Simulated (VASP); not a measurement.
# HgS in VASP: single point with PBE

Aim: the single point of HgS with PBE.

Program: VASP 6.6.1. These are calculated values, not measurements. Logs are shortened: lines on timing, memory, paths and dates and some standing lists are left out, and cuts for length are marked.

## Step 1: The cell of the first run

The cell holds a slab with vacuum, 10 atoms: a = 4.237 Å, b = 5.991 Å, c = 23.473 Å, α = 90.00°, β = 90.00°, γ = 90.00°.

## Step 2: Single point, PBE

INCAR

```
SYSTEM = HgS
PREC = Accurate
ENCUT = 400
EDIFF = 1E-6
ISMEAR = 0
SIGMA = 0.1
LREAL = .False.
LASPH = .True.
NELM = 120
ALGO = Normal
ISIF = 2
LWAVE = .False.
LCHARG = .False.
LDIPOL = .True.
IDIPOL = 3
DIPOL = 0.5 0.5 0.500
GGA = PE
NBANDS = 56
GGA_COMPAT = .False.
NELMDL = -8
```

KPOINTS

```
Automatic mesh
0
Gamma
  8 6 1
  0 0 0
```

POSCAR

```
HgS
1.0
    4.2366241463      0.0000000000      0.0000000000
    0.0000000000      5.9914913264      0.0000000000
    0.0000000000      0.0000000000     23.4732482927
Hg S
5 5
Direct
    0.5000000000      0.5000000000      0.3195126600
    0.0000000000      0.0000000000      0.4097563300
    0.5000000000      0.5000000000      0.5000000000
    0.0000000000      0.0000000000      0.5902436700
    0.5000000000      0.5000000000      0.6804873400
    0.0000000000      0.2500000000      0.3195126600
    0.5000000000      0.7500000000      0.4097563300
    0.0000000000      0.2500000000      0.5000000000
    0.5000000000      0.7500000000      0.5902436700
    0.0000000000      0.2500000000      0.6804873400
```

Potentials or basis: VASP PAW PBE potentials, release 64 (Hg, S).

Launch:

```sh
cat potpaw_PBE.64/Hg/POTCAR potpaw_PBE.64/S/POTCAR > POTCAR
mpirun -np 1 vasp_std > vasp.out
```

OUTCAR:

```text
SYSTEM = HgS
   PREC = Accurate
   ENCUT = 400
   EDIFF = 1E-6
   ISMEAR = 0
   LREAL = .False.
   LASPH = .True.
   NELM = 120
   ISIF = 2
   GGA = PE
   NELMDL = -8

 ion  position               nearest neighbor table
   1  0.500  0.500  0.320-   7 2.59   6 2.59   6 2.59
   2  0.000  0.000  0.410-   6 2.59   8 2.59   7 2.59   7 2.59
   3  0.500  0.500  0.500-   7 2.59   9 2.59   8 2.59   8 2.59
   4  0.000  0.000  0.590-   8 2.59  10 2.59   9 2.59   9 2.59
   5  0.500  0.500  0.680-   9 2.59  10 2.59  10 2.59
   6  0.000  0.250  0.320-   2 2.59   1 2.59   1 2.59
   7  0.500  0.750  0.410-   1 2.59   3 2.59   2 2.59   2 2.59
   8  0.000  0.250  0.500-   2 2.59   4 2.59   3 2.59   3 2.59
   9  0.500  0.750  0.590-   3 2.59   5 2.59   4 2.59   4 2.59
  10  0.000  0.250  0.680-   4 2.59   5 2.59   5 2.59

  LATTYP: Found a simple orthorhombic cell.
 ALAT       =     4.2366241463
 B/A-ratio  =     1.4142135624
 C/A-ratio  =     5.5405548102

  Lattice vectors:

 A1 = (   4.2366241463,   0.0000000000,   0.0000000000)
 A2 = (   0.0000000000,   5.9914913264,   0.0000000000)
 A3 = (   0.0000000000,   0.0000000000,  23.4732482927)

Analysis of symmetry for initial positions (statically):
=====================================================================
 Subroutine PRICEL returns:
 Original cell was already a primitive cell.

 Routine SETGRP: Setting up the symmetry group for a
 simple orthorhombic supercell.

 Subroutine GETGRP returns: Found  4 space group operations
 (whereof  4 operations were pure point group operations)
 out of a pool of  8 trial point group operations.

The static configuration has the point symmetry C_2v.

Analysis of symmetry for dynamics (positions and initial velocities):
=====================================================================
 Subroutine PRICEL returns:
 Original cell was already a primitive cell.

 Routine SETGRP: Setting up the symmetry group for a
 simple orthorhombic supercell.

 Subroutine GETGRP returns: Found  4 space group operations
 (whereof  4 operations were pure point group operations)
 out of a pool of  8 trial point group operations.

The dynamic configuration has the point symmetry C_2v.

 Subroutine INISYM returns: Found  4 space group operations
[... 118 lines left out ...]
   PSTRESS=    0.0 pullay stress
   NELECT =      90.0000    total number of electrons
   NUPDOWN=      -1.0000    fix difference up-down
   EMIN   =  10.00;   EMAX   =-10.00  energy-range for DOS
   EFERMI =   0.00;   METHOD = LEGACY
   ISMEAR =     0;   SIGMA  =   0.10  broadening in eV -4-tet -1-fermi 0-gaus
   EFERMI_NEDOS =   21; number of points for ismear=-14 and -15
   IALGO  =     38    algorithm
   IMIX   =      4    mixing-type and parameters
     AMIX     =   0.40;   BMIX     =  1.00
     AMIX_MAG =   1.60;   BMIX_MAG =  1.00
  volume/ion in A,a.u.               =      59.58       402.09
  Fermi-wavevector in a.u.,A,eV,Ry     =   0.871859  1.647575 10.342310  0.760138
  Thomas-Fermi vector in A             =   1.991027
   LORBIT       =      0    0 simple, 1 ext, 2 COOP (PROOUT), +10 PAW based schemes
   GGA     = PE    functional components
   LHFCALC =     F    Hartree Fock is set to
   AEXX    =    0.0000 exact exchange contribution
   IVDW    =     0    specifies the selected vdW correction
   LEPSILON=     F    determine dielectric tensor
   LRPA    =     F    only Hartree local field effects (RPA)
 non-spin polarized calculation
 Gauss-broadening in eV      SIGMA  =   0.10
  energy-cutoff  :      400.00
  volume of cell :      595.84
 maximum number of plane-waves:     10874
 NGX is ok and might be reduce to    28
   NGX = 13   NGY = 19   NGZ = 77

 number of electron      90.0000031 magnetization

 dipolmoment           0.000000      0.000000     -0.000000 electrons x Angstroem

 Free energy of the ion-electron system (eV)
  ---------------------------------------------------
  ext. energy  EPLUGINS =         0.00000000
  ---------------------------------------------------
  free energy    TOTEN  =       -21.34799766 eV

  energy without entropy =      -21.34748094  energy(sigma->0) =      -21.34773930

 E-fermi :  -2.2150     XC(G=0):  -4.5908

 val. band max:       -2.3386105025   @ k =   0.0000   0.0000   0.0000
 cond. band min:      -2.0917836050   @ k =   0.0000   0.0000   0.0000
 fundamental gap:      0.2468268975
 Fermi energy:        -2.2150485164

 k-point     1 :       0.0000    0.0000    0.0000
  band No.  band energies     occupation
      1     -14.9851      2.00000
      2     -14.7600      2.00000
      3     -14.5017      2.00000
      4     -14.0222      2.00000
      5     -14.0191      2.00000
      6      -8.9543      2.00000
[... 1169 lines left out ...]
     55       3.7518      0.00000
     56       3.9682      0.00000

------------------------ aborting loop because EDIFF is reached ----------------------------------------

 vacuum level on the upper side and lower side of the slab       (xc-potential included)        -0.075        -0.075

  FORCE on cell =-STRESS in cart. coord.  units (eV):
  Direction    XX          YY          ZZ          XY          YZ          ZX
  --------------------------------------------------------------------------------------
  -------------------------------------------------------------------------------------
  Total       -2.4334576     -2.2533699     -0.0913544      0.0000000      0.0000000      0.0000000
  in kB       -6.5434427     -6.0591959     -0.2456473      0.0000000      0.0000000      0.0000000
  external PRESSURE =      -4.2827620 kB  Pullay stress =       0.0000000 kB

 VOLUME and BASIS-vectors are now :
 -----------------------------------------------------------------------------
  energy-cutoff  :      400.00
  volume of cell :      595.84
      direct lattice vectors                 reciprocal lattice vectors
     4.236624146  0.000000000  0.000000000     0.236036987  0.000000000  0.000000000
     0.000000000  5.991491326  0.000000000     0.000000000  0.166903354  0.000000000
     0.000000000  0.000000000 23.473248293     0.000000000  0.000000000  0.042601688

 POSITION                                       TOTAL-FORCE (eV/Angst)
 -----------------------------------------------------------------------------------
      2.11831      2.99575      7.50000        -0.000000     -1.040967      0.736117
      0.00000      0.00000      9.61831         0.000000      0.188859     -0.127547
      2.11831      2.99575     11.73662        -0.000000     -0.197347     -0.000000
      0.00000      0.00000     13.85494         0.000000      0.188859      0.127547
      2.11831      2.99575     15.97325        -0.000000     -1.040967     -0.736117
      0.00000      1.49787      7.50000        -0.000000      0.558455     -0.600473
      2.11831      4.49362      9.61831         0.000000      0.338646     -0.150385
      0.00000      1.49787     11.73662        -0.000000      0.107362     -0.000000
      2.11831      4.49362     13.85494         0.000000      0.338646      0.150385
      0.00000      1.49787     15.97325        -0.000000      0.558455      0.600473
 -----------------------------------------------------------------------------------
    total drift:                                0.000000     -0.000133     -0.000000

  FREE ENERGIE OF THE ION-ELECTRON SYSTEM (eV)
  ---------------------------------------------------
  free  energy   TOTEN  =       -21.3479976620 eV

  energy  without entropy=      -21.3474809444  energy(sigma->0) =      -21.34773930

 vacuum level on the upper side and lower side of the slab         2.974         2.974
```

Run time: 20 min. Hardware: 1 thread of Oxide Virtual Turin-like, shared host; peak memory 0.57 GiB.

What came out:

- Free energy: -21.3480 eV
- Largest force: 1.275 eV/Å
- Band gap on the k mesh: 0.25 eV

Forces in eV/Å, atoms in the order of the input:
```
Hg   0.000 -1.041  0.736
Hg   0.000  0.189 -0.128
Hg   0.000 -0.197  0.000
Hg   0.000  0.189  0.128
Hg   0.000 -1.041 -0.736
S    0.000  0.558 -0.600
S    0.000  0.339 -0.150
S    0.000  0.107  0.000
S    0.000  0.339  0.150
S    0.000  0.558  0.600
```

Caveat: spin-orbit coupling is left out, which moves the levels of the heavy elements.
